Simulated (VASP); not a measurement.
# HfBi3O (P4mm) in VASP: a series of runs

The runs below take HfBi3O through single point, relaxation of cell and atoms, with PBE.

All numbers are computed with VASP 6.6.1; they aren't measurements. Logs are shortened: lines on timing, memory, paths and dates and some standing lists are left out, and cuts for length are marked.

## 1. The cell of the first run

It takes space group P4mm (No. 99, tetragonal). The conventional cell has a = 4.631 Å, b = 4.631 Å, c = 4.653 Å, α = 90.00°, β = 90.00°, γ = 90.00°. Within 2.9 Å of Hf (site symmetry 4mm) lie 6 Bi at 2.19 to 2.46 Å. Within 2.9 Å of Bi (site symmetry 4mm) lie 2 Hf at 2.19 to 2.46 Å. Within 3.1 Å of Bi (site symmetry 2mm) lie 2 Hf at 2.32 Å. Within 4.2 Å of O (site symmetry 4mm) lie 12 Bi at 3.23 to 3.34 Å and 8 Hf at 3.99 to 4.04 Å.

The cell was built from a structure type or drawn by symmetry, and may not be a known phase.

## 2. Single point, PBE

File INCAR:

```
  PREC = Accurate
  ENCUT = 520
  EDIFF = 1E-6
  ISMEAR = 0
  SIGMA = 0.1
  LREAL = F
  LASPH = T
  NELM = 60
  ALGO = Normal
  ISIF = 2
  LWAVE = F
  LCHARG = F
  GGA = PE
  NBANDS = 38
```

File KPOINTS:

```
Automatic mesh
0
Gamma
  4 4 4
```

File POSCAR:

```
HfBi3O
1.0
    4.6314580800      0.0000000000      0.0000000000
    0.0000000000      4.6314580800      0.0000000000
    0.0000000000      0.0000000000      4.6525324500
Hf Bi O
1 3 1
Direct
    0.5000000000      0.5000000000      0.4900000100
    0.5000000000      0.5000000000      0.0190000000
    0.5000000000      0.0000000000      0.5170000200
    0.0000000000      0.5000000000      0.5170000200
    0.0000000000      0.0000000000      0.0000000000
```

Potentials or basis: VASP PAW PBE potentials, release 64 (Hf_pv, Bi_d, O).

Started as:

```
> cat potpaw_PBE.64/Hf_pv/POTCAR potpaw_PBE.64/Bi_d/POTCAR potpaw_PBE.64/O/POTCAR > POTCAR
> mpirun -np 1 vasp_std > vasp.out
```

OUTCAR:

```text
PREC = Accurate
   ENCUT = 520
   EDIFF = 1E-6
   ISMEAR = 0
   LREAL = F
   LASPH = T
   NELM = 60
   ISIF = 2
   GGA = PE

 ion  position               nearest neighbor table
   1  0.500  0.500  0.490-   2 2.19   3 2.32   4 2.32   3 2.32   4 2.32   2 2.46
   2  0.500  0.500  0.019-   1 2.19   1 2.46   4 3.28   3 3.28   3 3.28   4 3.28   3 3.29   3 3.29
                             4 3.29   4 3.29
   3  0.500  0.000  0.517-   1 2.32   1 2.32   4 3.27   4 3.27   4 3.27   4 3.27   2 3.28   2 3.28
                             2 3.29   2 3.29
   4  0.000  0.500  0.517-   1 2.32   1 2.32   3 3.27   3 3.27   3 3.27   3 3.27   2 3.28   2 3.28
                             2 3.29   2 3.29
   5  0.000  0.000  0.000-

  LATTYP: Found a simple tetragonal cell.
 ALAT       =     4.6314580800
 C/A-ratio  =     1.0045502668

  Lattice vectors:

 A1 = (   4.6314580800,   0.0000000000,   0.0000000000)
 A2 = (   0.0000000000,   4.6314580800,   0.0000000000)
 A3 = (   0.0000000000,   0.0000000000,   4.6525324500)

Analysis of symmetry for initial positions (statically):
=====================================================================
 Subroutine PRICEL returns:
 Original cell was already a primitive cell.

 Routine SETGRP: Setting up the symmetry group for a
 simple tetragonal supercell.

 Subroutine GETGRP returns: Found  8 space group operations
 (whereof  8 operations were pure point group operations)
 out of a pool of 16 trial point group operations.

The static configuration has the point symmetry C_4v.

Analysis of symmetry for dynamics (positions and initial velocities):
=====================================================================
 Subroutine PRICEL returns:
 Original cell was already a primitive cell.

 Routine SETGRP: Setting up the symmetry group for a
 simple tetragonal supercell.

 Subroutine GETGRP returns: Found  8 space group operations
 (whereof  8 operations were pure point group operations)
 out of a pool of 16 trial point group operations.

The dynamic configuration has the point symmetry C_4v.

 Subroutine INISYM returns: Found  8 space group operations
 (whereof  8 operations are pure point group operations),
 and found     1 'primitive' translations

----------------------------------------------------------------------------------------

                                     Primitive cell

  volume of cell :      99.7987

  direct lattice vectors                    reciprocal lattice vectors
     4.631458080  0.000000000  0.000000000     0.215914725  0.000000000  0.000000000
     0.000000000  4.631458080  0.000000000     0.000000000  0.215914725  0.000000000
     0.000000000  0.000000000  4.652532450     0.000000000  0.000000000  0.214936706

  length of vectors
     4.631458080  4.631458080  4.652532450     0.215914725  0.215914725  0.214936706

  position of ions in fractional coordinates (direct lattice)
     0.500000000  0.500000000  0.490000010
     0.500000000  0.500000000  0.019000000
     0.500000000  0.000000000  0.517000020
     0.000000000  0.500000000  0.517000020
     0.000000000  0.000000000  0.000000000

  ion indices of the primitive-cell ions
   primitive index   ion index
                 1           1
                 2           2
                 3           3
                 4           4
                 5           5

----------------------------------------------------------------------------------------

 KPOINTS: Automatic mesh

Automatic generation of k-mesh.
 Grid dimensions read from file:
 generate k-points for:    4    4    4

 Generating k-lattice:

  Cartesian coordinates                     Fractional coordinates (reciprocal lattice)
     0.053978681  0.000000000  0.000000000     0.250000000  0.000000000  0.000000000
     0.000000000  0.053978681  0.000000000     0.000000000  0.250000000  0.000000000
     0.000000000  0.000000000  0.053734177     0.000000000  0.000000000  0.250000000

  Length of vectors
     0.053978681  0.053978681  0.053734177

  Shift w.r.t. Gamma in fractional coordinates (k-lattice)
     0.000000000  0.000000000  0.000000000

 Subroutine IBZKPT returns following result:
 ===========================================

 Found     18 irreducible k-points:

 Following reciprocal coordinates:
            Coordinates               Weight
  0.000000  0.000000  0.000000      1.000000
  0.250000  0.000000  0.000000      4.000000
  0.500000  0.000000  0.000000      2.000000
  0.250000  0.250000  0.000000      4.000000
  0.500000  0.250000  0.000000      4.000000
  0.500000  0.500000  0.000000      1.000000
[... 10 lines left out ...]
  0.500000  0.250000  0.500000      4.000000
  0.500000  0.500000  0.500000      1.000000
   k-points           NKPTS =     18   k-points in BZ     NKDIM =     18   number of bands    NBANDS=     38
   number of dos      NEDOS =    301   number of ions     NIONS =      5
   total plane-waves  NPLWV =  46656
   dimension x,y,z NGX =    36 NGY =   36 NGZ =   36
   dimension x,y,z NGXF=    72 NGYF=   72 NGZF=   72
   ions per type =               1   3   1
   NGX,Y,Z   is equivalent  to a cutoff of  12.92, 12.92, 12.86 a.u.
   NGXF,Y,Z  is equivalent  to a cutoff of  25.84, 25.84, 25.73 a.u.
 SYSTEM =  unknown system
   PREC   = accura    normal or accurate (medium, high low for compatibility)
   ISTART =      0    job   : 0-new  1-cont  2-samecut
   ICHARG =      2    charge: 1-file 2-atom 10-const
   ISPIN  =      1    spin polarized calculation?
   LNONCOLLINEAR =      F non collinear calculations
   LSORBIT =      F    spin-orbit coupling
   LASPH  =      T    aspherical Exc in radial PAW
   ENCUT  =  520.0 eV  38.22 Ry    6.18 a.u.   8.61  8.61  8.65*2*pi/ulx,y,z
   NELM   =     60;   NELMIN=  2; NELMDL= -5     # of ELM steps
   EDIFF  = 0.1E-05   stopping-criterion for ELM
   LREAL  =      F    real-space projection
   EDIFFG = 0.1E-04   stopping-criterion for IOM
   NSW    =      0    number of steps for IOM
   IBRION =     -1    ionic relax: 0-MD 1-quasi-New 2-CG
   NFREE  =      0    steps in history (QN), initial steepest desc. (CG)
   ISIF   =      2    stress and relaxation
   ISYM   =      2    0-nonsym 1-usesym 2-fastsym
   POTIM  = 0.5000    time-step for ionic-motion
   TEBEG  =    0.0;   TEEND  =   0.0 temperature during run
   PSTRESS=    0.0 pullay stress
   NELECT =      61.0000    total number of electrons
   NUPDOWN=      -1.0000    fix difference up-down
   EMIN   =  10.00;   EMAX   =-10.00  energy-range for DOS
   EFERMI =   0.00;   METHOD = LEGACY
   ISMEAR =     0;   SIGMA  =   0.10  broadening in eV -4-tet -1-fermi 0-gaus
   EFERMI_NEDOS =   21; number of points for ismear=-14 and -15
   IALGO  =     38    algorithm
   IMIX   =      4    mixing-type and parameters
     AMIX     =   0.40;   BMIX     =  1.00
     AMIX_MAG =   1.60;   BMIX_MAG =  1.00
  volume/ion in A,a.u.               =      19.96       134.69
  Fermi-wavevector in a.u.,A,eV,Ry     =   1.389344  2.625480 26.263013  1.930277
  Thomas-Fermi vector in A             =   2.513384
   LORBIT       =      0    0 simple, 1 ext, 2 COOP (PROOUT), +10 PAW based schemes
   GGA     = PE    functional components
   LHFCALC =     F    Hartree Fock is set to
   AEXX    =    0.0000 exact exchange contribution
   IVDW    =     0    specifies the selected vdW correction
   LEPSILON=     F    determine dielectric tensor
   LRPA    =     F    only Hartree local field effects (RPA)
 non-spin polarized calculation
 Gauss-broadening in eV      SIGMA  =   0.10
  energy-cutoff  :      520.00
  volume of cell :       99.80
 maximum number of plane-waves:      2721
 NGX is ok and might be reduce to    36
   NGX = 17   NGY = 17   NGZ = 17

 number of electron      60.9999992 magnetization

 Free energy of the ion-electron system (eV)
  ---------------------------------------------------
  ext. energy  EPLUGINS =         0.00000000
  ---------------------------------------------------
  free energy    TOTEN  =       -12.21585414 eV

  energy without entropy =      -12.20479869  energy(sigma->0) =      -12.21032641

 E-fermi :   8.7146     XC(G=0): -11.2616

 val. band max:        8.6936944982   @ k =   0.0000   0.0000   0.2500
 cond. band min:       8.7244902959   @ k =   0.2500   0.0000   0.0000
 fundamental gap:      0.0307957977
 Fermi energy:         8.7145988633

 k-point     1 :       0.0000    0.0000    0.0000
  band No.  band energies     occupation
      1     -21.7028      2.00000
      2     -21.5310      2.00000
      3     -21.5310      2.00000
      4     -15.1750      2.00000
      5     -15.1045      2.00000
      6     -15.0764      2.00000
[... 30 lines left out ...]
     37      14.1258      0.00000
     38      14.2512      0.00000

 k-point     2 :       0.2500    0.0000    0.0000
  band No.  band energies     occupation
      1     -21.8492      2.00000
      2     -21.7078      2.00000
      3     -21.5475      2.00000
      4     -15.1400      2.00000
      5     -15.1111      2.00000
      6     -15.0664      2.00000
[... 30 lines left out ...]
     37      14.1502      0.00000
     38      14.7693      0.00000

 k-point     3 :       0.5000    0.0000    0.0000
  band No.  band energies     occupation
      1     -22.1178      2.00000
      2     -21.7272      2.00000
      3     -21.5638      2.00000
      4     -15.1395      2.00000
      5     -15.1094      2.00000
      6     -15.0620      2.00000
[... 30 lines left out ...]
     37      14.2167      0.00000
     38      15.1461      0.00000

 k-point     4 :       0.2500    0.2500    0.0000
  band No.  band energies     occupation
      1     -21.8700      2.00000
      2     -21.8573      2.00000
      3     -21.7138      2.00000
      4     -15.1333      2.00000
      5     -15.0106      2.00000
      6     -14.9695      2.00000
[... 30 lines left out ...]
     37      14.0166      0.00000
     38      15.7047      0.00000
[... 457 lines left out ...]
      4     -14.9220      2.00000
      5     -14.8804      2.00000
      6     -14.8664      2.00000
[... 30 lines left out ...]
     37      13.6442      0.00000
     38      15.7423      0.00000

 k-point    17 :       0.5000    0.2500    0.5000
  band No.  band energies     occupation
      1     -22.2859      2.00000
      2     -22.1585      2.00000
      3     -21.8985      2.00000
      4     -14.8830      2.00000
      5     -14.8429      2.00000
      6     -14.8126      2.00000
[... 30 lines left out ...]
     37      13.8728      0.00000
     38      15.0522      0.00000

 k-point    18 :       0.5000    0.5000    0.5000
  band No.  band energies     occupation
      1     -22.2944      2.00000
      2     -22.1721      2.00000
      3     -22.1721      2.00000
      4     -14.8432      2.00000
      5     -14.8432      2.00000
      6     -14.8134      2.00000
[... 30 lines left out ...]
     37      14.0025      0.00000
     38      14.0479      0.00000

------------------------ aborting loop because EDIFF is reached ----------------------------------------

  FORCE on cell =-STRESS in cart. coord.  units (eV):
  Direction    XX          YY          ZZ          XY          YZ          ZX
  --------------------------------------------------------------------------------------
  -------------------------------------------------------------------------------------
  Total       45.2918812     45.2918812     48.1266204      0.0000000     -0.0000000      0.0000000
  in kB      727.1199421    727.1199421    772.6291011      0.0000000     -0.0000000      0.0000000
  external PRESSURE =     742.2896618 kB  Pullay stress =       0.0000000 kB

 VOLUME and BASIS-vectors are now :
 -----------------------------------------------------------------------------
  energy-cutoff  :      520.00
  volume of cell :       99.80
      direct lattice vectors                 reciprocal lattice vectors
     4.631458080  0.000000000  0.000000000     0.215914725  0.000000000  0.000000000
     0.000000000  4.631458080  0.000000000     0.000000000  0.215914725  0.000000000
     0.000000000  0.000000000  4.652532450     0.000000000  0.000000000  0.214936706

 POSITION                                       TOTAL-FORCE (eV/Angst)
 -----------------------------------------------------------------------------------
      2.31573      2.31573      2.27974        -0.000000      0.000000      7.899282
      2.31573      2.31573      0.08840         0.000000      0.000000     -9.170947
      2.31573      0.00000      2.40536         0.000000      0.000000      0.783916
      0.00000      2.31573      2.40536        -0.000000      0.000000      0.783916
      0.00000      0.00000      0.00000         0.000000      0.000000     -0.296167
 -----------------------------------------------------------------------------------
    total drift:                                0.000000      0.000000      0.002121

  FREE ENERGIE OF THE ION-ELECTRON SYSTEM (eV)
  ---------------------------------------------------
  free  energy   TOTEN  =       -12.2158541386 eV

  energy  without entropy=      -12.2047986861  energy(sigma->0) =      -12.21032641
```

Wall time 3.2 min (1 thread of Intel Xeon 8259CL, shared host); peak memory 0.24 GiB.

What came out:

```
Free energy            : -12.2159 eV
Pressure               : 74.2 GPa
Largest force          : 9.171 eV/Å
Band gap on the k mesh : zero (an odd number of electrons rules out a gap without spin polarisation)
```

Forces on the atoms (eV/Å):
```
Hf   0.000  0.000  7.899
Bi   0.000  0.000 -9.171
Bi   0.000  0.000  0.784
Bi   0.000  0.000  0.784
O    0.000  0.000 -0.296
```

Caveat: the cell stands under pressure; spin-orbit coupling is left out, which moves the levels of the heavy elements; an odd number of electrons without spin polarisation forces a metal; a magnetic or distorted state may lie lower.

## 3. Relaxation of cell and atoms, PBE

File INCAR:

```
PREC = Accurate
ENCUT = 600
EDIFF = 1E-6
ISMEAR = 0
SIGMA = 0.1
LREAL = F
LASPH = T
NELM = 60
ALGO = Normal
ISIF = 3
LWAVE = F
LCHARG = F
GGA = PE
IBRION = 2
NSW = 90
EDIFFG = -0.04
```

File KPOINTS:

```
regular mesh
0
Gamma
  4 4 4
```

POSCAR is that of step 2.

Potentials or basis: VASP PAW PBE potentials, release 64 (Hf_pv, Bi_d, O).

Started as:

```
> cat potpaw_PBE.64/Hf_pv/POTCAR potpaw_PBE.64/Bi_d/POTCAR potpaw_PBE.64/O/POTCAR > POTCAR
> mpirun -np 1 vasp_std > vasp.out
```

It took 69 min on 1 thread of Intel Xeon 8259CL, shared host; peak memory 0.31 GiB.

The run converged. Its results:

| Property | Result |
| --- | --- |
| Free energy | -24.9839 eV |
| Relaxed volume | 33.78 Å³/atom |
| Relaxed cell | a = 5.389 Å, b = 5.389 Å, c = 5.817 Å, α = 90.00°, β = 90.00°, γ = 90.00° |
| Space group after relaxing (to 0.1 Å) | P4mm (No. 99) |
| Energy gained by relaxing | 2553.1 meV/atom |
| Ionic steps | 41 |
| Pressure after relaxing | 0.1 GPa |
| Largest force after relaxing | 0.023 eV/Å |
| Band gap on the k mesh | zero (an odd number of electrons rules out a gap without spin polarisation) |

Forces on the atoms (eV/Å):
```
Hf   0.000  0.000 -0.023
Bi   0.000  0.000  0.011
Bi   0.000  0.000  0.007
Bi   0.000  0.000  0.007
O    0.000  0.000 -0.002
```

Stress tensor (GPa, compression positive):
```
 0.16  0.00  0.00
 0.00  0.16  0.00
 0.00  0.00 -0.03
```

The path:
```
step  energy change (eV)  largest force (eV/Å)  pressure (GPa)  volume (Å³)
   1              0.0000                9.1710           74.24        99.80
   3             -9.1328                8.3897            3.97       170.70
   5            -10.2135                0.8096           -3.66       188.51
   7            -10.2514                1.5427           -2.55       184.09
   9            -10.5693                0.9208            1.53       164.70
  11            -10.6178                0.3574            0.74       166.69
  13            -10.6323                0.3598           -0.32       170.42
  15            -10.6729                0.4491           -0.16       169.84
  17            -10.8496                1.5173            0.78       167.25
  19            -11.7650                4.8989            5.55       157.17
  21            -11.7675                4.9072            5.59       157.15
  23            -11.7781                4.9446            5.60       157.08
  25            -11.8111                5.1151            5.68       156.78
  27            -11.8571                5.2646            5.69       156.51
  29            -12.0820                4.3102            4.81       157.69
  31            -12.6100                1.6234            2.10       162.41
  33            -12.7094                0.3868            0.46       166.58
  35            -12.7156                0.4357            0.62       166.19
  37            -12.7465                0.3502            0.39       167.29
  39            -12.7629                0.2345            0.05       168.83
  41            -12.7657                0.0230            0.09       168.92
```

Final structure:
```cif
data_structure
_symmetry_space_group_name_H-M 'P 1'
_symmetry_Int_Tables_number 1
_cell_length_a 5.3886
_cell_length_b 5.3886
_cell_length_c 5.8173
_cell_angle_alpha 90.000
_cell_angle_beta 90.000
_cell_angle_gamma 90.000
_cell_volume 168.92
loop_
_atom_site_label
_atom_site_type_symbol
_atom_site_fract_x
_atom_site_fract_y
_atom_site_fract_z
_atom_site_occupancy
Hf1 Hf 0.50000 0.50000 0.69157 1
Bi1 Bi 0.50000 0.50000 0.17762 1
Bi2 Bi 0.50000 0.00000 0.55994 1
Bi3 Bi 0.00000 0.50000 0.55994 1
O1 O 0.00000 0.00000 0.55393 1
```

Levels at points of the mesh, in eV from the Fermi level:
| k point | band 28 | band 29 | band 30 | band 31 | band 32 | band 33 |
| --- | --- | --- | --- | --- | --- | --- |
| (0.00, 0.00, 0.00) | -1.14 | -0.42 | 0.00 | 0.00 | 0.66 | 0.95 |
| (0.50, 0.00, 0.00) | -1.48 | -0.99 | -0.41 | 0.06 | 0.49 | 0.57 |
| (0.50, 0.50, 0.00) | -1.37 | -1.37 | -1.36 | -1.32 | -0.56 | -0.56 |
| (0.00, 0.00, 0.50) | -2.09 | -0.75 | -0.28 | 0.29 | 0.29 | 0.67 |
| (0.50, 0.00, 0.50) | -1.62 | -1.10 | -0.66 | 0.20 | 0.58 | 0.61 |
| (0.50, 0.50, 0.50) | -1.77 | -1.43 | -1.43 | -1.37 | 2.00 | 2.00 |

Caveat: the volume moved by over 15 % at a fixed basis, so the end points are rough; spin-orbit coupling is left out, which moves the levels of the heavy elements; an odd number of electrons without spin polarisation forces a metal; a magnetic or distorted state may lie lower.
